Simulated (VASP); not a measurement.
# H4C10F in VASP: notebook

The runs below take H4C10F through single point, with LDA.

Everything below comes from runs of VASP 6.6.1. Logs are shortened: lines on timing, memory, paths and dates and some standing lists are left out, and cuts for length are marked.

## Step 1: The cell of the first run

The cell holds a slab with vacuum, 30 atoms: a = 5.049 Å, b = 5.049 Å, c = 17.165 Å, α = 90.00°, β = 90.00°, γ = 90.00°.

## Step 2: Single point, LDA

The input, INCAR:

```
SYSTEM = H4C10F
  PREC = Accurate
  ENCUT = 520
  EDIFF = 1E-7
  ISMEAR = -1
  SIGMA = 0.05
  LREAL = Auto
  LASPH = .TRUE.
  NELM = 80
  ALGO = Normal
  ISIF = 2
  LWAVE = .FALSE.
  LCHARG = .FALSE.
  GGA = CA
  NBANDS = 72
```

The input, KPOINTS:

```
regular mesh
0
G
  2 2 1
  0 0 0
```

The input, POSCAR:

```
H4C10F
1.0
    5.0487420000      0.0000000000      0.0000000000
    0.0000000000      5.0487420000      0.0000000000
    0.0000000000      0.0000000000     17.1647000000
H C F
8 20 2
Direct
    0.4277897346      0.0000000000      0.0582591015
    0.0722160095      0.0000000000      0.0582591015
    0.9277954786      0.0000000000      0.0582591015
    0.5722217535      0.0000000000      0.0582591015
    0.4277897346      0.5000057440      0.0582591015
    0.0722160095      0.5000057440      0.0582591015
    0.9277954786      0.5000057440      0.0582591015
    0.5722217535      0.5000057440      0.0582591015
    0.2500028720      0.0000000000      0.0952361533
    0.7500086160      0.0000000000      0.0952361533
    0.2500028720      0.5000057440      0.0952361533
    0.7500086160      0.5000057440      0.0952361533
    0.2500028720      0.2500028720      0.1472324014
    0.7500086160      0.2500028720      0.1472324014
    0.2500028720      0.7500086160      0.1472324014
    0.7500086160      0.7500086160      0.1472324014
   -0.0040406105      0.2479033391      0.1924647678
    0.4956482229      0.2524985432      0.1955699779
   -0.0059816881      0.7465622129      0.2037612076
    0.4975496866      0.7589811482      0.2042855395
    0.0004159452      0.0226393030      0.2490285295
    0.5014912626      0.0219262541      0.2507821284
    0.0006140143      0.4760591846      0.2500946710
    0.5001047786      0.4935486900      0.2565672572
    0.2561232085      0.1021640638      0.2952920820
    0.7580106094      0.1013321734      0.3001741947
    0.2465564689      0.4000600546      0.2898332042
    0.7459878124      0.3932662830      0.2926995520
    0.2465960827      0.0082000625      0.3691821005
    0.7314495373      0.0111909066      0.3738370027
```

Potentials or basis: VASP PAW LDA potentials, release 64 (H, C, F).

The run is started by

```sh
> cat potpaw_LDA.64/H/POTCAR potpaw_LDA.64/C/POTCAR potpaw_LDA.64/F/POTCAR > POTCAR
> mpirun -np 1 vasp_std > vasp.out
```

OUTCAR:

```text
SYSTEM = H4C10F
   PREC = Accurate
   ENCUT = 520
   EDIFF = 1E-7
   ISMEAR = -1
   LREAL = Auto
   LASPH = .TRUE.
   NELM = 80
   ISIF = 2
   GGA = CA

 ion  position               nearest neighbor table
   1  0.428  0.000  0.058-   4 0.73   9 1.10
   2  0.072  0.000  0.058-   3 0.73   9 1.10
   3  0.928  0.000  0.058-   2 0.73  10 1.10
   4  0.572  0.000  0.058-   1 0.73  10 1.10
   5  0.428  0.500  0.058-   8 0.73  11 1.10
   6  0.072  0.500  0.058-   7 0.73  11 1.10
   7  0.928  0.500  0.058-   6 0.73  12 1.10
   8  0.572  0.500  0.058-   5 0.73  12 1.10
   9  0.250  0.000  0.095-   2 1.10   1 1.10  15 1.55  13 1.55
  10  0.750  0.000  0.095-   4 1.10   3 1.10  16 1.55  14 1.55
  11  0.250  0.500  0.095-   6 1.10   5 1.10  13 1.55  15 1.55
  12  0.750  0.500  0.095-   8 1.10   7 1.10  14 1.55  16 1.55
  13  0.250  0.250  0.147-  18 1.49  17 1.50  11 1.55   9 1.55
  14  0.750  0.250  0.147-  17 1.46  18 1.53  12 1.55  10 1.55
[... 10 lines left out ...]
  25  0.256  0.102  0.295-  29 1.35  27 1.51  22 1.51  21 1.57
  26  0.758  0.101  0.300-  30 1.35  28 1.48  21 1.56  22 1.60
  27  0.247  0.400  0.290-  23 1.47  24 1.48  25 1.51
  28  0.746  0.393  0.293-  24 1.48  26 1.48  23 1.54
  29  0.247  0.008  0.369-  25 1.35
  30  0.731  0.011  0.374-  26 1.35

  LATTYP: Found a simple tetragonal cell.
 ALAT       =     5.0487420000
 C/A-ratio  =     3.3997974149

  Lattice vectors:

 A1 = (   5.0487420000,   0.0000000000,   0.0000000000)
 A2 = (   0.0000000000,   5.0487420000,   0.0000000000)
 A3 = (   0.0000000000,   0.0000000000,  17.1647000000)

Analysis of symmetry for initial positions (statically):
=====================================================================
 Subroutine PRICEL returns:
 Original cell was already a primitive cell.

 Routine SETGRP: Setting up the symmetry group for a
 simple tetragonal supercell.

 Subroutine GETGRP returns: Found  1 space group operations
 (whereof  1 operations were pure point group operations)
 out of a pool of 16 trial point group operations.

The static configuration has the point symmetry C_1 .

Analysis of symmetry for dynamics (positions and initial velocities):
=====================================================================
 Subroutine PRICEL returns:
 Original cell was already a primitive cell.

 Routine SETGRP: Setting up the symmetry group for a
 simple tetragonal supercell.

 Subroutine GETGRP returns: Found  1 space group operations
 (whereof  1 operations were pure point group operations)
 out of a pool of 16 trial point group operations.

The dynamic configuration has the point symmetry C_1 .

 Subroutine INISYM returns: Found  1 space group operations
 (whereof  1 operations are pure point group operations),
 and found     1 'primitive' translations

----------------------------------------------------------------------------------------

                                     Primitive cell

  volume of cell :     437.5247

  direct lattice vectors                    reciprocal lattice vectors
     5.048742000  0.000000000  0.000000000     0.198069143  0.000000000  0.000000000
     0.000000000  5.048742000  0.000000000     0.000000000  0.198069143  0.000000000
     0.000000000  0.000000000 17.164700000     0.000000000  0.000000000  0.058259102

  length of vectors
     5.048742000  5.048742000 17.164700000     0.198069143  0.198069143  0.058259102

  position of ions in fractional coordinates (direct lattice)
     0.427789735  0.000000000  0.058259101
     0.072216010  0.000000000  0.058259101
     0.927795479  0.000000000  0.058259101
     0.572221754  0.000000000  0.058259101
     0.427789735  0.500005744  0.058259101
     0.072216010  0.500005744  0.058259101
[... 22 lines left out ...]
     0.246596083  0.008200063  0.369182100
     0.731449537  0.011190907  0.373837003

  ion indices of the primitive-cell ions
   primitive index   ion index
                 1           1
                 2           2
                 3           3
                 4           4
                 5           5
[... 48 lines left out ...]
 non-spin polarized calculation
  energy-cutoff  :      520.00
  volume of cell :      437.52
 maximum number of plane-waves:     11843
 NGX is ok and might be reduce to    40
   NGX = 19   NGY = 19   NGZ = 63

 number of electron     102.0000005 magnetization

 Free energy of the ion-electron system (eV)
  ---------------------------------------------------
  ext. energy  EPLUGINS =         0.00000000
  ---------------------------------------------------
  free energy    TOTEN  =      -219.51578177 eV

  energy without entropy =     -219.47268106  energy(sigma->0) =     -219.49423141

 E-fermi :   0.1662     XC(G=0):  -5.3174

 val. band max:        0.1602518894   @ k =   0.5000   0.5000   0.0000
 cond. band min:       0.1894187349   @ k =   0.0000   0.0000   0.0000
 fundamental gap:      0.0291668455
 Fermi energy:         0.1662163047

 k-point     1 :       0.0000    0.0000    0.0000
  band No.  band energies     occupation
      1     -25.9505      2.00000
      2     -25.3780      2.00000
      3     -21.5925      2.00000
      4     -19.1946      2.00000
      5     -17.5338      2.00000
      6     -16.9735      2.00000
[... 55 lines left out ...]
     62       5.3661      0.00000
     63       5.7303      0.00000

 k-point     2 :       0.5000    0.0000    0.0000
  band No.  band energies     occupation
      1     -25.7356      2.00000
      2     -25.6108      2.00000
      3     -20.5325      2.00000
      4     -20.4259      2.00000
      5     -18.1042      2.00000
      6     -18.0646      2.00000
[... 55 lines left out ...]
     62       5.7915      0.00000
     63       6.1690      0.00000

 k-point     3 :       0.0000    0.5000    0.0000
  band No.  band energies     occupation
      1     -25.9467      2.00000
      2     -25.3771      2.00000
      3     -21.1526      2.00000
      4     -19.4699      2.00000
      5     -18.4604      2.00000
      6     -17.1559      2.00000
[... 55 lines left out ...]
     62       5.8352      0.00000
     63       6.2126      0.00000

 k-point     4 :       0.5000    0.5000    0.0000
  band No.  band energies     occupation
      1     -25.7336      2.00000
      2     -25.6086      2.00000
      3     -20.1214      2.00000
      4     -19.9794      2.00000
      5     -18.3447      2.00000
      6     -18.3334      2.00000
[... 55 lines left out ...]
     62       6.3501      0.00000
     63       6.8348      0.00000
 [bands above 63 left out]

------------------------ aborting loop because EDIFF is reached ----------------------------------------

  FORCE on cell =-STRESS in cart. coord.  units (eV):
  Direction    XX          YY          ZZ          XY          YZ          ZX
  --------------------------------------------------------------------------------------
  -------------------------------------------------------------------------------------
  Total       64.5516270     -6.4892312     -5.4237045      0.4095185     -1.1638360      1.5020185
  in kB      236.3824349    -23.7629995    -19.8611334      1.4996211     -4.2618662      5.5002609
  external PRESSURE =      64.2527673 kB  Pullay stress =       0.0000000 kB

 VOLUME and BASIS-vectors are now :
 -----------------------------------------------------------------------------
  energy-cutoff  :      520.00
  volume of cell :      437.52
      direct lattice vectors                 reciprocal lattice vectors
     5.048742000  0.000000000  0.000000000     0.198069143  0.000000000  0.000000000
     0.000000000  5.048742000  0.000000000     0.000000000  0.198069143  0.000000000
     0.000000000  0.000000000 17.164700000     0.000000000  0.000000000  0.058259102

 POSITION                                       TOTAL-FORCE (eV/Angst)
 -----------------------------------------------------------------------------------
      2.15980      0.00000      1.00000        -9.043776     -0.041721      0.051529
      0.36460      0.00000      1.00000         8.984337     -0.009849      0.050335
      4.68420      0.00000      1.00000        -8.971579      0.028860      0.068108
      2.88900      0.00000      1.00000         9.068924     -0.080081      0.028566
      2.15980      2.52440      1.00000        -9.030623      0.022007      0.048142
      0.36460      2.52440      1.00000         9.023374      0.052121      0.076139
[... 22 lines left out ...]
      1.24500      0.04140      6.33690        -0.190006     -0.472094      0.687219
      3.69290      0.05650      6.41680         0.764477     -0.564284      0.428208
 -----------------------------------------------------------------------------------
    total drift:                                0.022738      0.023981     -0.047973

  FREE ENERGIE OF THE ION-ELECTRON SYSTEM (eV)
  ---------------------------------------------------
  free  energy   TOTEN  =      -219.5157817655 eV

  energy  without entropy=     -219.4726810566  energy(sigma->0) =     -219.49423141
```

Run time: 8.2 min. Hardware: 1 thread of Oxide Virtual Turin-like, shared host; peak memory 0.37 GiB.

What came out:

```yaml
Free_energy: -219.5158 eV
Largest_force: 9.069 eV/Å
Band_gap_on_the_k_mesh: 0.03 eV
```

Forces in eV/Å, atoms in the order of the input:
```
H   -9.044 -0.042  0.052
H    8.984 -0.010  0.050
H   -8.972  0.029  0.068
H    9.069 -0.080  0.029
H   -9.031  0.022  0.048
H    9.023  0.052  0.076
H   -9.029  0.060  0.071
H    9.056  0.024  0.043
C    0.209 -0.242  1.467
C   -0.232 -0.205  1.471
C    0.191  0.197  1.469
C   -0.154  0.177  1.415
C   -0.384  0.193 -3.721
C   -0.853  0.329 -3.813
C   -0.366  0.026  0.733
C   -0.341  0.025  0.662
C    0.332 -0.245  0.220
C    0.848 -0.487 -0.150
C    0.877  0.516 -0.626
C    0.431 -0.990 -0.248
C    0.365 -1.828  1.268
C    0.570 -0.666  0.252
C   -1.130  1.881  0.101
C   -0.410  0.840 -0.235
C   -0.949 -0.888  0.049
C   -1.722 -0.928 -1.554
C    0.712  0.984  0.110
C    1.373  2.290 -0.422
F   -0.190 -0.472  0.687
F    0.764 -0.564  0.428
```

Levels at points of the mesh, in eV from the valence-band top:
```csv
k point,band 49,band 50,band 51,band 52,band 53,band 54
"(0.00, 0.00, 0.00)",-0.95,-0.79,-0.47,0.03,2.13,3.43
"(0.50, 0.00, 0.00)",-2.61,-2.53,-0.31,0.14,3.25,3.27
"(0.00, 0.50, 0.00)",-0.74,-0.51,-0.33,0.21,2.83,2.89
"(0.50, 0.50, 0.00)",-3.11,-3.08,0.00,0.41,3.78,3.81
```

Caveat: the k points lie up to 0.62 Å⁻¹ apart; there is no dipole correction, which matters where the two faces differ.

(Continued in part 2 of 2.)

The gap in the log of VASP goes by the Fermi energy; the results here count the filled bands.